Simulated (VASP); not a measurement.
# CoSi: single point with r2SCAN

The system is CoSi.

```
Co Si
1.0
     4.33872    0.00000    0.00000
     0.00000    4.33872    0.00000
     0.00000    0.00000    4.33872
Co Si
4 4
Direct
  0.14569 0.14569 0.14569
  0.35431 0.85431 0.64569
  0.64569 0.35431 0.85431
  0.85431 0.64569 0.35431
  0.84363 0.84363 0.84363
  0.65637 0.15637 0.34363
  0.34363 0.65637 0.15637
  0.15637 0.34363 0.65637
```

This cell differs from its parent crystal: volume changed by -3%.

| Item | Value |
| --- | --- |
| Program | VASP 6.6.1 |
| Task | single point |
| Functional | r2SCAN |
| Potentials or basis | VASP PAW PBE potentials, release 64 (Co, Si) |
| Cutoff | 520 eV |
| k mesh | 6 × 6 × 6 |
| Occupations | fermi-dirac, width 0.02 eV |
| Spin | no spin polarisation |

```yaml
Pressure: 8.4 GPa
Largest_force: 0.076 eV/Å
Band_gap_on_the_k_mesh: zero (band 26 reaches 13.02 eV, above the bottom of band 27 at 12.81 eV)
```

Forces on the atoms (eV/Å):
```
Co   0.044  0.044  0.044
Co  -0.044 -0.044  0.044
Co   0.044 -0.044 -0.044
Co  -0.044  0.044 -0.044
Si   0.026  0.026  0.026
Si  -0.026 -0.026  0.026
Si   0.026 -0.026 -0.026
Si  -0.026  0.026 -0.026
```

Levels at points of the mesh, in eV from the Fermi level:
```tsv
k point	band 24	band 25	band 26	band 27	band 28	band 29
(0.00, 0.00, 0.00)	-0.92	0.00	0.00	0.00	3.01	3.01
(0.50, 0.00, 0.00)	-0.75	-0.54	-0.54	1.13	1.13	1.82
(0.50, 0.50, 0.00)	-1.16	-0.05	-0.05	0.72	0.72	2.41
(0.50, 0.50, 0.50)	-1.41	-0.22	-0.22	-0.22	-0.22	6.30
```

It took 2.6 min on 1 thread of AMD EPYC 9R45 96-Core Processor (Zen 5), with other jobs on the host, peak memory 0.19 GiB.

Caveat: the PAW data sets were made with another functional, which shifts forces and pressure a little. Spin polarisation is off, so any magnetic state and its effect on volume and gap are missing.
